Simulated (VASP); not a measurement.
**SnO: relaxation of cell and atoms with r2SCAN+rVV10**

Crystal: SnO.

```
Sn O
1.0
     3.83527    0.00000    0.00000
     0.00000    3.83527    0.00000
     0.00000    0.00000    4.76055
Sn O
2 2
Direct
  0.50000 0.00000 0.24358
  0.00000 0.50000 0.75642
  0.00000 0.00000 0.00000
  0.50000 0.50000 0.00000
```

- Program: VASP 6.6.1
- Task: relaxation of cell and atoms
- Functional: r2SCAN
- Dispersion: rVV10
- Potentials or basis: VASP PAW PBE potentials, release 64 (Sn_d, O)
- Cutoff: 600 eV
- k mesh: 6 × 6 × 6
- Occupations: fermi-dirac, width 0.02 eV
- Spin: no spin polarisation
- Dipole correction: no
- Further INCAR settings: ALGO = Normal; EDIFF = 1e-06; IBRION = 2; EDIFFG = -0.005; NSW = 80; ISIF = 3

```
Relaxed volume                        : 17.11 Å³/atom
Relaxed cell                          : a = 3.797 Å, b = 3.797 Å, c = 4.749 Å, α = 90.00°, β = 90.00°, γ = 90.00°
Space group after relaxing (to 0.1 Å) : P4/nmm (No. 129)
Energy gained by relaxing             : 3.9 meV/atom
Ionic steps                           : 9
Pressure after relaxing               : 0.0 GPa
Largest force after relaxing          : 0.004 eV/Å
Band gap on the k mesh                : zero (bands 20 and 21 overlap by 0.04 eV)
```

Forces on the atoms (eV/Å):
```
Sn   0.000  0.000  0.004
Sn   0.000  0.000 -0.004
O    0.000  0.000  0.000
O    0.000  0.000  0.000
```

Step by step:
```tsv
step	energy change (eV)	largest force (eV/Å)	pressure (GPa)	volume (Å³)
1	0.0000	0.3740	-2.57	70.02
2	0.0035	0.5711	2.94	67.22
3	-0.0147	0.0584	-0.09	68.67
4	-0.0147	0.0695	-0.01	68.64
5	-0.0153	0.0383	0.01	68.53
6	-0.0155	0.0125	0.05	68.43
7	-0.0155	0.0091	0.07	68.43
8	-0.0155	0.0153	-0.08	68.51
9	-0.0155	0.0042	0.00	68.45
```

Final structure:
```
CELL_PARAMETERS angstrom
3.79669 0.00000 0.00000
0.00000 3.79669 0.00000
0.00000 0.00000 4.74878
ATOMIC_POSITIONS crystal
Sn 0.50000 0.00000 0.24269
Sn 0.00000 0.50000 0.75731
O 0.00000 0.00000 0.00000
O 0.50000 0.50000 0.00000
```

Levels at points of the mesh, in eV from the Fermi level:
| k point | band 17 | band 18 | band 19 | band 20 | band 21 | band 22 | band 23 | band 24 |
| --- | --- | --- | --- | --- | --- | --- | --- | --- |
| (0.00, 0.00, 0.00) | -3.92 | -3.60 | -3.60 | 0.04 | 2.51 | 4.71 | 4.71 | 4.85 |
| (0.50, 0.00, 0.00) | -5.31 | -5.31 | -3.07 | -3.07 | 3.59 | 3.59 | 6.14 | 6.14 |
| (0.50, 0.50, 0.00) | -2.92 | -2.92 | -2.13 | -2.13 | 0.00 | 0.00 | 4.75 | 4.75 |
| (0.00, 0.00, 0.50) | -3.61 | -3.61 | -2.90 | -2.57 | 1.99 | 2.94 | 2.94 | 3.72 |
| (0.50, 0.00, 0.50) | -5.26 | -5.26 | -2.03 | -2.03 | 2.89 | 2.89 | 5.58 | 5.58 |
| (0.50, 0.50, 0.50) | -3.03 | -3.03 | -2.92 | -2.92 | 2.37 | 2.37 | 4.57 | 4.57 |

Run time: 14 min on 1 thread of Intel(R) Xeon(R) 6975P-C (Granite Rapids) (shared host), peak memory 0.42 GiB.

Caveat: semilocal functionals underestimate gaps, so a narrow gap can read as zero; the PAW data sets were made with another functional, which shifts forces and pressure a little; spin-orbit coupling is left out, which moves the levels of the heavy elements.
